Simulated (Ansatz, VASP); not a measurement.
## Two plane-wave programs on TaSi2

```
CELL_PARAMETERS angstrom
4.50601 0.00000 0.00000
-2.25300 3.90232 0.00000
0.00000 0.00000 2.70179
ATOMIC_POSITIONS crystal
Ta 0.66667 0.33333 0.00000
Si 0.00000 0.00000 0.50000
Si 0.33333 0.66667 0.00000
```

Alike in both runs: functional PBE; k mesh 6 × 6 × 6; occupations gaussian, width 0.2 eV; no spin polarisation.

Ansatz relaxed the structure, and its values are those at the end. VASP's run is a single point on that final structure, the one shown.

```csv
,VASP,Ansatz
version,VASP 6.6.1,Ansatz 0.2.0
potentials or method,"VASP PAW PBE potentials, release 64 (Ta_pv, Si), cutoff 500 eV","scalar-relativistic, plane waves, PAW"
valence electrons in the cell,19,21
```

Ansatz gave:

* gap on the k mesh at the Fermi level (eV): none
* pressure (GPa): 0.0

Problem. Estimate VASP's values.

Solution. gap on the k mesh at the Fermi level (eV): none; pressure (GPa): 0.1.

A gap of «none» marks a metal or a gap that the smearing closes. VASP's potentials hold 19 valence electrons a cell and Ansatz's 21, so a difference there can come from the potentials and not from the codes.

The k mesh is coarse, so the values compare programs but aren't converged. Spin-orbit coupling is off throughout.
